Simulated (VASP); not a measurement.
Runs of VASP 6.6.1 on Pt. The structure is that of space group Im-3m (No. 229), or close to it. The cells are those of the table. This isn't the form of Pt at room conditions, which is fcc.

| cell | gap on the mesh (eV) | pressure (GPa) |
| --- | --- | --- |
| a = 2.704 Å, angles 109.5°, 1 atom | none | (b) |
| a = 2.777 Å, angles 109.5°, 1 atom | none | -9.0 |
| a = 2.722 Å, angles 109.5°, 1 atom | none | 4.3 |
| a = 2.795 Å, angles 109.5°, 1 atom | none | (a) |
| a = 2.741 Å, angles 109.5°, 1 atom | none | -0.7 |
| a = 2.759 Å, angles 109.5°, 1 atom | none | -5.1 |

Alike in all rows: task single point; level PBE; potentials or basis VASP PAW PBE potentials, release 64 (Pt); no spin polarisation; k mesh 48 × 48 × 48; cutoff (eV) 520; smearing fermi-dirac 0.0612256 eV.

Question: Estimate the missing entries.

Answer: (a) -12.4; (b) 10.1.

Caveats: spin-orbit coupling is left out, which moves the levels of the heavy elements; the cell stands under tension (at least some runs); the cell stands under pressure (at least some runs).

A k mesh can miss the band edges, and the runs leave out spin-orbit coupling on Pt.

A gap of «none» marks levels without a gap at the run's occupations.
